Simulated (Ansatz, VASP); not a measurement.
# Two plane-wave programs on ScAl3

```xyz
8
Lattice="5.6356 0.0000 0.0000 -2.8178 4.8806 0.0000 0.0000 0.0000 4.4726" Properties=species:S:1:pos:R:3 pbc="T T T"
Sc    2.8178    1.6269    1.1182
Sc    0.0000    3.2537    3.3545
Al    4.1995    0.8291    3.3545
Al    1.4361    0.8291    3.3545
Al    2.8178    3.2223    3.3545
Al   -1.3817    4.0514    1.1182
Al    1.3817    4.0514    1.1182
Al    0.0000    1.6583    1.1182
```

Change from the starting cell: species swapped into the LiCd3 type (P6_3/mmc, No. 194).

Alike in both runs: task relaxation of cell and atoms; functional PBE; k mesh 6 × 6 × 4; occupations gaussian, width 0.1 eV; no spin polarisation.

|  | VASP | Ansatz |
| --- | --- | --- |
| version | VASP 6.6.1 | Ansatz 0.2.0 |
| potentials or method | VASP PAW PBE potentials, release 64 (Sc_sv, Al), cutoff 600 eV | scalar-relativistic, plane waves, PAW |
| valence electrons in the cell | 40 | 40 |

VASP gave:

| Quantity | Value |
| --- | --- |
| gap on the k mesh at the Fermi level, each at its own relaxed structure (eV) | none |
| relaxed volume (Å³/atom) | 17.44 |
| relaxed length of the cell vector where the two differ most in proportion (Å) | 4.752 |

Which values does Ansatz return?

gap on the k mesh at the Fermi level, each at its own relaxed structure (eV): none; relaxed volume (Å³/atom): 17.40; relaxed length of the cell vector where the two differ most in proportion (Å): 4.737.

A gap of «none» marks a metal or a gap that the smearing closes.
